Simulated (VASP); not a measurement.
# TaPSe4 (F-43m) in VASP: further runs, part 2 of 2

VASP 6.6.1. The steps go on from the part before.

**3. Relaxation of cell and atoms, PBE**

This run uses another cell than the first one, of 19.64 Å³/atom, 1.008 times its volume.

INCAR

```
PREC     = Accurate       # precision mode
ENCUT    = 600            # plane-wave cutoff, eV
EDIFF    = 1E-7           # SCF threshold, eV
ISMEAR   = 0              # smearing method
SIGMA    = 0.1            # smearing width, eV
LREAL    = False          # projectors in reciprocal space
LASPH    = True           # aspherical terms in the spheres
NELM     = 100            # most SCF steps
ALGO     = Normal         # electronic algorithm
ISIF     = 3              # what is computed and relaxed
LWAVE    = False          # write WAVECAR
LCHARG   = False          # write CHGCAR
GGA      = PE             # functional
IBRION   = 2              # ionic algorithm
NSW      = 100            # ionic steps
EDIFFG   = -0.01          # ionic threshold
```

KPOINTS

```
Automatic mesh
0
Gamma
  8 8 8
```

POSCAR

```
TaPSe4
1.0
    0.0000000000      3.8911720600      3.8911720600
    3.8911720600      0.0000000000      3.8911720600
    3.8911720600      3.8911720600      0.0000000000
Ta P Se
1 1 4
Direct
    0.0000000000      0.0000000000      0.0000000000
    0.2500000000      0.2500000000      0.2500000000
    0.6260700927      0.6260700927      0.1217897219
    0.6260700927      0.1217897219      0.6260700927
    0.1217897219      0.6260700927      0.6260700927
    0.6260700927      0.6260700927      0.6260700927
```

Potentials or basis: VASP PAW PBE potentials, release 64 (Ta_pv, P, Se).

Run with:

```console
cat potpaw_PBE.64/Ta_pv/POTCAR potpaw_PBE.64/P/POTCAR potpaw_PBE.64/Se/POTCAR > POTCAR
mpirun -np 1 vasp_std > vasp.out
```

OUTCAR:

```text
PREC = Accurate
   ENCUT = 600
   EDIFF = 1E-7
   ISMEAR = 0
   LREAL = False
   LASPH = True
   NELM = 100
   ISIF = 3
   GGA = PE
   IBRION = 2
   NSW = 100
   EDIFFG = -0.01

 ion  position               nearest neighbor table
   1  0.000  0.000  0.000-
   2  0.250  0.250  0.250-
   3  0.626  0.626  0.122-   4 2.73   5 2.73   6 2.73   6 2.78   4 2.78   5 2.78
   4  0.626  0.122  0.626-   3 2.73   5 2.73   6 2.73   3 2.78   6 2.78   5 2.78
   5  0.122  0.626  0.626-   3 2.73   4 2.73   6 2.73   6 2.78   3 2.78   4 2.78
   6  0.626  0.626  0.626-   3 2.73   4 2.73   5 2.73   3 2.78   4 2.78   5 2.78

  LATTYP: Found a face centered cubic cell.
 ALAT       =     7.7823441200

  Lattice vectors:

 A1 = (   0.0000000000,   3.8911720600,   3.8911720600)
 A2 = (   3.8911720600,   0.0000000000,   3.8911720600)
 A3 = (   3.8911720600,   3.8911720600,   0.0000000000)

Analysis of symmetry for initial positions (statically):
=====================================================================
 Subroutine PRICEL returns:
 Original cell was already a primitive cell.

 Routine SETGRP: Setting up the symmetry group for a
 face centered cubic supercell.

 Subroutine GETGRP returns: Found 24 space group operations
[... 181 lines left out ...]
  --------------------------------------------------------------------------------------
  -------------------------------------------------------------------------------------
  Total       -0.4274157     -0.4274157     -0.4274157      0.0000000     -0.0000000     -0.0000000
  in kB       -5.8115205     -5.8115205     -5.8115205      0.0000000     -0.0000000     -0.0000000
  external PRESSURE =      -5.8115205 kB  Pullay stress =       0.0000000 kB
[... 107 lines left out ...]
--------------------------------------- Ionic step        4  -------------------------------------------

 number of electron      40.0000001 magnetization

 Free energy of the ion-electron system (eV)
  ---------------------------------------------------
  ext. energy  EPLUGINS =         0.00000000
  ---------------------------------------------------
  free energy    TOTEN  =       -24.72248442 eV

  energy without entropy =      -24.69095667  energy(sigma->0) =      -24.70672055

 E-fermi :   6.4656     XC(G=0): -10.9275

 val. band max:        6.4520320033   @ k =   0.5000   0.2500   0.1250
 cond. band min:       6.5398142405   @ k =  -0.3750   0.2500   0.1250
 fundamental gap:      0.0877822372
 Fermi energy:         6.4656086642

 k-point     1 :       0.0000    0.0000    0.0000
  band No.  band energies     occupation
      1     -29.5783      2.00000
      2     -29.5783      2.00000
      3     -29.5783      2.00000
      4     -10.6501      2.00000
      5      -6.0817      2.00000
      6      -6.0817      2.00000
[... 637 lines left out ...]
     23       7.2580      0.00000
     24       7.3396      0.00000

 [... further k-points ...]

------------------------ aborting loop because EDIFF is reached ----------------------------------------

  FORCE on cell =-STRESS in cart. coord.  units (eV):
  Direction    XX          YY          ZZ          XY          YZ          ZX
  --------------------------------------------------------------------------------------
  -------------------------------------------------------------------------------------
  Total        0.0040533      0.0040533      0.0040533      0.0000000      0.0000000      0.0000000
  in kB        0.0555140      0.0555140      0.0555140      0.0000000      0.0000000      0.0000000
  external PRESSURE =       0.0555140 kB  Pullay stress =       0.0000000 kB
[... 21 lines left out ...]
  FREE ENERGIE OF THE ION-ELECTRON SYSTEM (eV)
  ---------------------------------------------------
  free  energy   TOTEN  =       -24.7224844161 eV

  energy  without entropy=      -24.6909566742  energy(sigma->0) =      -24.70672055

 reached required accuracy - stopping structural energy minimisation
```

CONTCAR:

```text
TaPSe4
   1.00000000000000
     0.0000000000000000    3.8817577304022626    3.8817577304022626
     3.8817577304022626   -0.0000000000000000    3.8817577304022626
     3.8817577304022626    3.8817577304022626   -0.0000000000000000
  Ta              P               Se
     1     1     4
Direct
     0.0000000000000000    1.0000000000000000    1.0000000000000000
     0.2500000000000000    0.2500000000000000    0.2500000000000000
     0.6257876908770481    0.6257876908770481    0.1226369273688486
     0.6257876908770481    0.1226369273688486    0.6257876908770481
     0.1226369273688486    0.6257876908770481    0.6257876908770481
     0.6257876908770481    0.6257876908770481    0.6257876908770481

  0.00000000E+00  0.00000000E+00  0.00000000E+00
  0.00000000E+00  0.00000000E+00  0.00000000E+00
  0.00000000E+00  0.00000000E+00  0.00000000E+00
  0.00000000E+00  0.00000000E+00  0.00000000E+00
  0.00000000E+00  0.00000000E+00  0.00000000E+00
  0.00000000E+00  0.00000000E+00  0.00000000E+00
```

Wall time 4.9 min (1 thread of Intel Xeon Platinum 8488C (Sapphire Rapids), shared host); peak memory 0.4 GiB.

What came out:

| Item | Value |
| --- | --- |
| Free energy | -24.7225 eV |
| Relaxed volume | 19.50 Å³/atom |
| Relaxed cell | a = 5.490 Å, b = 5.490 Å, c = 5.490 Å, α = 60.00°, β = 60.00°, γ = 60.00° |
| Space group after relaxing (to 0.05 Å) | F-43m (No. 216) |
| Energy gained by relaxing | 0.3 meV/atom |
| Ionic steps | 4 |
| Pressure after relaxing | 0.0 GPa |
| Band gap on the k mesh | zero (band 20 reaches 7.48 eV, above the bottom of band 21 at 5.59 eV) |

Step by step:
| step | energy change (eV) | largest force (eV/Å) | pressure (GPa) | volume (Å³) |
| --- | --- | --- | --- | --- |
| 1 | 0.0000 | 0.0655 | -0.58 | 117.83 |
| 2 | -0.0017 | 0.0157 | 0.27 | 116.62 |
| 3 | -0.0020 | 0.0287 | 0.05 | 116.93 |
| 4 | -0.0021 | 0.0001 | 0.01 | 116.98 |

Final structure:
```yaml
crystal:
  lattice:
    - [0.00000, 3.88176, 3.88176]
    - [3.88176, 0.00000, 3.88176]
    - [3.88176, 3.88176, 0.00000]
  atoms:
    - { symbol: Ta, position: [0.00000, 0.00000, 0.00000] }
    - { symbol: P, position: [0.25000, 0.25000, 0.25000] }
    - { symbol: Se, position: [0.62579, 0.62579, 0.12264] }
    - { symbol: Se, position: [0.62579, 0.12264, 0.62579] }
    - { symbol: Se, position: [0.12264, 0.62579, 0.62579] }
    - { symbol: Se, position: [0.62579, 0.62579, 0.62579] }
```

Levels at points of the mesh, in eV from the Fermi level:
| k point | band 17 | band 18 | band 19 | band 20 | band 21 | band 22 | band 23 | band 24 |
| --- | --- | --- | --- | --- | --- | --- | --- | --- |
| (0.00, 0.00, 0.00) | -1.63 | -0.29 | 1.01 | 1.01 | 1.01 | 1.48 | 1.48 | 1.48 |
| (0.50, 0.00, 0.00) | -2.93 | -0.77 | -0.14 | -0.14 | 0.18 | 0.95 | 0.95 | 1.41 |
| (0.50, 0.50, 0.00) | -2.54 | -2.46 | -0.89 | -0.89 | -0.88 | 0.66 | 1.20 | 1.77 |

Caveat: spin-orbit coupling is left out, which moves the levels of the heavy elements.
